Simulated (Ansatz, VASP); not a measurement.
**BN in VASP and in Ansatz**

```
B N
1.0
    -0.05437    1.81235    1.81235
     1.81235   -0.05437    1.81235
     1.75798    1.75798    0.00000
B N
1 1
Direct
  0.00000 0.00000 0.00000
  0.75000 0.75000 0.75000
```

Change from the starting cell: strain -0.0600 x Voigt [0, 0, 0, 0, 0, 1], atoms carried along.

Alike in both runs: task single point; functional PBE; k mesh 12 × 12 × 12; occupations gaussian, width 0.05 eV; no spin polarisation.

|  | VASP | Ansatz |
| --- | --- | --- |
| version | VASP 6.6.1 | Ansatz 0.2.0 |
| potentials or method | VASP PAW PBE potentials, release 64 (B, N), cutoff 520 eV | scalar-relativistic, plane waves, PAW |
| valence electrons in the cell | 8 | 8 |

|  | VASP | Ansatz | Ansatz less VASP |
| --- | --- | --- | --- |
| gap on the k mesh at the Fermi level (eV) | 4.12 | 4.13 | +0.009 |
| least direct gap on the mesh (eV) | 7.88 | 7.89 | +0.008 |
| pressure (GPa) | 1.9 | 1.6 | -0.25 |
| traceless stress, the component that is largest in VASP (GPa) | 26.86 | 26.66 | -0.199 |
| rms of the force components (eV/Å) | 0.054 | 0.048 | -0.0063 |

Atom by atom the forces differ by 0.006 eV/Å (rms over components).
